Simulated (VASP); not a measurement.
# Li (Im-3m) in VASP: notebook, part 2 of 2

VASP 6.6.1.

## 3. Relaxation of volume and atoms at fixed shape, LDA

This run uses another cell than the first one, of 21.61 Å³/atom.

File INCAR:

```
SYSTEM = Li
  ALGO = Normal
  EDIFF = 1E-6
  EDIFFG = -0.03
  ENCUT = 600
  IBRION = 2
  ISIF = 8
  ISMEAR = 1
  LASPH = .True.
  LCHARG = .False.
  LREAL = .False.
  LWAVE = .False.
  NELM = 100
  NSW = 80
  PREC = Accurate
  SIGMA = 0.02
```

File KPOINTS:

```
k-points
0
Gamma
  9 9 9
  0 0 0
```

File POSCAR:

```
Li
1.0
   -1.7546500000      1.7546500000      1.7546500000
    1.7546500000     -1.7546500000      1.7546500000
    1.7546500000      1.7546500000     -1.7546500000
Li
1
Direct
    0.0000000000      0.0000000000      0.0000000000
```

Potentials or basis: VASP PAW LDA potentials, release 64 (Li_sv).

Run with:

```bash
cat potpaw_LDA.64/Li_sv/POTCAR > POTCAR
mpirun -np 1 vasp_std > vasp.out
```

OUTCAR:

```text
SYSTEM = Li
   EDIFF = 1E-6
   EDIFFG = -0.03
   ENCUT = 600
   IBRION = 2
   ISIF = 8
   ISMEAR = 1
   LASPH = .True.
   LREAL = .False.
   NELM = 100
   NSW = 80
   PREC = Accurate

 ion  position               nearest neighbor table
   1  0.000  0.000  0.000-

  LATTYP: Found a body centered cubic cell.
 ALAT       =     3.5093000000

  Lattice vectors:

 A1 = (  -1.7546500000,   1.7546500000,   1.7546500000)
 A2 = (   1.7546500000,  -1.7546500000,   1.7546500000)
 A3 = (   1.7546500000,   1.7546500000,  -1.7546500000)

Analysis of symmetry for initial positions (statically):
=====================================================================
 Subroutine PRICEL returns:
 Original cell was already a primitive cell.

 Routine SETGRP: Setting up the symmetry group for a
 body centered cubic supercell.

 Subroutine GETGRP returns: Found 48 space group operations
 (whereof 48 operations were pure point group operations)
 out of a pool of 48 trial point group operations.

The static configuration has the point symmetry O_h .

Analysis of symmetry for dynamics (positions and initial velocities):
=====================================================================
 Subroutine PRICEL returns:
 Original cell was already a primitive cell.

 Routine SETGRP: Setting up the symmetry group for a
 body centered cubic supercell.

 Subroutine GETGRP returns: Found 48 space group operations
 (whereof 48 operations were pure point group operations)
 out of a pool of 48 trial point group operations.

The dynamic configuration has the point symmetry O_h .

 Subroutine INISYM returns: Found 48 space group operations
 (whereof 48 operations are pure point group operations),
 and found     1 'primitive' translations

----------------------------------------------------------------------------------------

                                     Primitive cell

  volume of cell :      21.6088

  direct lattice vectors                    reciprocal lattice vectors
    -1.754650000  1.754650000  1.754650000     0.000000000  0.284957114  0.284957114
     1.754650000 -1.754650000  1.754650000     0.284957114  0.000000000  0.284957114
     1.754650000  1.754650000 -1.754650000     0.284957114  0.284957114  0.000000000

  length of vectors
     3.039142950  3.039142950  3.039142950     0.402990215  0.402990215  0.402990215

  position of ions in fractional coordinates (direct lattice)
     0.000000000  0.000000000  0.000000000

  ion indices of the primitive-cell ions
   primitive index   ion index
                 1           1

----------------------------------------------------------------------------------------

 KPOINTS: k-points

Automatic generation of k-mesh.
 Grid dimensions read from file:
 generate k-points for:    9    9    9

[... 22 lines left out ...]
  0.222222  0.000000  0.000000     12.000000
  0.333333  0.000000  0.000000     12.000000
  0.444444  0.000000  0.000000     12.000000
  0.111111  0.111111  0.000000     24.000000
[... 16 lines left out ...]
 -0.333333  0.444444  0.111111     48.000000
 -0.444444 -0.444444  0.111111     24.000000
 [... further k-points ...]
   k-points           NKPTS =     35   k-points in BZ     NKDIM =     35   number of bands    NBANDS=      5
   number of dos      NEDOS =    301   number of ions     NIONS =      1
   total plane-waves  NPLWV =  13824
   dimension x,y,z NGX =    24 NGY =   24 NGZ =   24
   dimension x,y,z NGXF=    48 NGYF=   48 NGZF=   48
   ions per type =               1
   NGX,Y,Z   is equivalent  to a cutoff of  13.13, 13.13, 13.13 a.u.
   NGXF,Y,Z  is equivalent  to a cutoff of  26.26, 26.26, 26.26 a.u.
 SYSTEM =  Li
   PREC   = accura    normal or accurate (medium, high low for compatibility)
   ISTART =      0    job   : 0-new  1-cont  2-samecut
   ICHARG =      2    charge: 1-file 2-atom 10-const
   ISPIN  =      1    spin polarized calculation?
   LNONCOLLINEAR =      F non collinear calculations
   LSORBIT =      F    spin-orbit coupling
   LASPH  =      T    aspherical Exc in radial PAW
   ENCUT  =  600.0 eV  44.10 Ry    6.64 a.u.   6.07  6.07  6.07*2*pi/ulx,y,z
   NELM   =    100;   NELMIN=  2; NELMDL= -5     # of ELM steps
   EDIFF  = 0.1E-05   stopping-criterion for ELM
   LREAL  =      F    real-space projection
   EDIFFG = -.3E-01   stopping-criterion for IOM
   NSW    =     80    number of steps for IOM
   IBRION =      2    ionic relax: 0-MD 1-quasi-New 2-CG
   NFREE  =      1    steps in history (QN), initial steepest desc. (CG)
   ISIF   =      8    stress and relaxation
   ISYM   =      2    0-nonsym 1-usesym 2-fastsym
   POTIM  = 0.5000    time-step for ionic-motion
   TEBEG  =    0.0;   TEEND  =   0.0 temperature during run
   PSTRESS=    0.0 pullay stress
   NELECT =       3.0000    total number of electrons
   NUPDOWN=      -1.0000    fix difference up-down
   EMIN   =  10.00;   EMAX   =-10.00  energy-range for DOS
   EFERMI =   0.00;   METHOD = LEGACY
   ISMEAR =     1;   SIGMA  =   0.02  broadening in eV -4-tet -1-fermi 0-gaus
   EFERMI_NEDOS =   21; number of points for ismear=-14 and -15
   IALGO  =     38    algorithm
   IMIX   =      4    mixing-type and parameters
     AMIX     =   0.40;   BMIX     =  1.00
     AMIX_MAG =   1.60;   BMIX_MAG =  1.00
  volume/ion in A,a.u.               =      21.61       145.82
  Fermi-wavevector in a.u.,A,eV,Ry     =   0.847692  1.601906  9.776898  0.718582
  Thomas-Fermi vector in A             =   1.963238
   LORBIT       =      0    0 simple, 1 ext, 2 COOP (PROOUT), +10 PAW based schemes
   GGA     = CA    functional components
   LHFCALC =     F    Hartree Fock is set to
   AEXX    =    0.0000 exact exchange contribution
   IVDW    =     0    specifies the selected vdW correction
   LEPSILON=     F    determine dielectric tensor
   LRPA    =     F    only Hartree local field effects (RPA)
 conjugate gradient relaxation of ions
 non-spin polarized calculation
 Methfessel and Paxton  Order N= 1 SIGMA  =   0.02
  energy-cutoff  :      600.00
  volume of cell :       21.61
 maximum number of plane-waves:       735
   NGX = 13   NGY = 13   NGZ = 13

--------------------------------------- Ionic step        1  -------------------------------------------

 number of electron       2.9999991 magnetization

 Free energy of the ion-electron system (eV)
  ---------------------------------------------------
  ext. energy  EPLUGINS =         0.00000000
  ---------------------------------------------------
  free energy    TOTEN  =        -2.03148182 eV

  energy without entropy =       -2.03117693  energy(sigma->0) =       -2.03138019

------------------------ aborting loop because EDIFF is reached ----------------------------------------

  FORCE on cell =-STRESS in cart. coord.  units (eV):
  Direction    XX          YY          ZZ          XY          YZ          ZX
  --------------------------------------------------------------------------------------
  -------------------------------------------------------------------------------------
  Total       -0.2274371     -0.2274371     -0.2274371      0.0000000     -0.0000000      0.0000000
  in kB      -16.8632138    -16.8632138    -16.8632138      0.0000000     -0.0000000      0.0000000
  external PRESSURE =     -16.8632138 kB  Pullay stress =       0.0000000 kB
[... 92 lines left out ...]
--------------------------------------- Ionic step        4  -------------------------------------------

 number of electron       3.0000005 magnetization

 Free energy of the ion-electron system (eV)
  ---------------------------------------------------
  ext. energy  EPLUGINS =         0.00000000
  ---------------------------------------------------
  free energy    TOTEN  =        -2.04840571 eV

  energy without entropy =       -2.04807259  energy(sigma->0) =       -2.04829467

 E-fermi :   0.7940     XC(G=0):  -7.3500

 val. band max:        0.7901967685   @ k =  -0.3333   0.4444   0.1111
 cond. band min:       1.0215096303   @ k =  -0.4444   0.4444   0.1111
 fundamental gap:      0.2313128618
 Fermi energy:         0.7939624485

 k-point     1 :       0.0000    0.0000    0.0000
  band No.  band energies     occupation
      1     -44.6551      2.00000
      2      -2.7606      2.00000
      3      16.0291      0.00000
      4      16.0291      0.00000
      5      16.0291      0.00000
[... 177 lines left out ...]
 k-point    24 :      -0.4444   -0.4444    0.1111
  band No.  band energies     occupation
      1     -44.6210      2.00000
      2       1.9362      0.00000
      3       4.5048      0.00000
      4       8.7228      0.00000
      5      13.5231      0.00000

 [... further k-points ...]

------------------------ aborting loop because EDIFF is reached ----------------------------------------

  FORCE on cell =-STRESS in cart. coord.  units (eV):
  Direction    XX          YY          ZZ          XY          YZ          ZX
  --------------------------------------------------------------------------------------
  -------------------------------------------------------------------------------------
  Total        0.0046377      0.0046377      0.0046377      0.0000000     -0.0000000      0.0000000
  in kB        0.3973281      0.3973281      0.3973281      0.0000000     -0.0000000      0.0000000
  external PRESSURE =       0.3973281 kB  Pullay stress =       0.0000000 kB
[... 16 lines left out ...]
  FREE ENERGIE OF THE ION-ELECTRON SYSTEM (eV)
  ---------------------------------------------------
  free  energy   TOTEN  =        -2.0484057098 eV

  energy  without entropy=       -2.0480725890  energy(sigma->0) =       -2.04829467

 reached required accuracy - stopping structural energy minimisation
```

OSZICAR:

```text
N       E                     dE             d eps       ncg     rms          rms(c)
DAV:   1     0.581421106848E+00    0.58142E+00   -0.74264E+02   350   0.448E+02
DAV:   2    -0.185732673164E+01   -0.24387E+01   -0.23123E+01   455   0.617E+01
DAV:   3    -0.202717810069E+01   -0.16985E+00   -0.16866E+00   490   0.117E+01
[... 26 lines left out ...]
DAV:   2    -0.204949077786E+01   -0.50437E-03   -0.17268E-02   390   0.125E+00    0.361E-01
DAV:   3    -0.204939727256E+01    0.93505E-04   -0.64466E-03   650   0.562E-01    0.345E-01
DAV:   4    -0.204840093987E+01    0.99633E-03   -0.13901E-03   650   0.314E-01    0.129E-02
DAV:   5    -0.204840554773E+01   -0.46079E-05   -0.44984E-05   355   0.918E-02    0.848E-03
DAV:   6    -0.204840570983E+01   -0.16211E-06   -0.33496E-06   435   0.159E-02
   4 F= -.20484057E+01 E0= -.20482947E+01  d E =-.169239E-01
```

Run time: 5.9 s. Hardware: 1 thread of Intel Xeon Platinum 8259CL at 2.50GHz (Skylake/Cascade Lake), shared host; peak memory 0.12 GiB.

What came out:

* Free energy: -2.0484 eV
* Relaxed volume: 18.70 Å³/atom
* Relaxed cell: a = 2.896 Å, b = 2.896 Å, c = 2.896 Å, α = 109.47°, β = 109.47°, γ = 109.47°
* Space group after relaxing (to 0.1 Å): Im-3m (No. 229)
* Energy gained by relaxing: 16.9 meV/atom
* Ionic steps: 4
* Pressure after relaxing: 0.0 GPa
* Band gap on the k mesh: zero (an odd number of electrons rules out a gap without spin polarisation)

Step by step:
| step | energy change (eV) | largest force (eV/Å) | pressure (GPa) | volume (Å³) |
| --- | --- | --- | --- | --- |
| 1 | 0.0000 | 0.0000 | -1.69 | 21.61 |
| 2 | -0.0068 | 0.0000 | -1.39 | 20.91 |
| 3 | -0.0163 | 0.0000 | -0.38 | 19.24 |
| 4 | -0.0169 | 0.0000 | 0.04 | 18.70 |

Final structure:
```cif
data_structure
_symmetry_space_group_name_H-M 'P 1'
_symmetry_Int_Tables_number 1
_cell_length_a 2.8962
_cell_length_b 2.8962
_cell_length_c 2.8962
_cell_angle_alpha 109.471
_cell_angle_beta 109.471
_cell_angle_gamma 109.471
_cell_volume 18.70
loop_
_atom_site_label
_atom_site_type_symbol
_atom_site_fract_x
_atom_site_fract_y
_atom_site_fract_z
_atom_site_occupancy
Li1 Li 0.00000 0.00000 0.00000 1
```

Caveat: the cutoff is under 1.25 times the usual one of these potentials, so pressure, stress and relaxed cells hold a basis-set (Pulay) error. Zero-point motion and thermal expansion aren't in these numbers.

The gap in the log of VASP goes by the Fermi energy; the results here count the filled bands.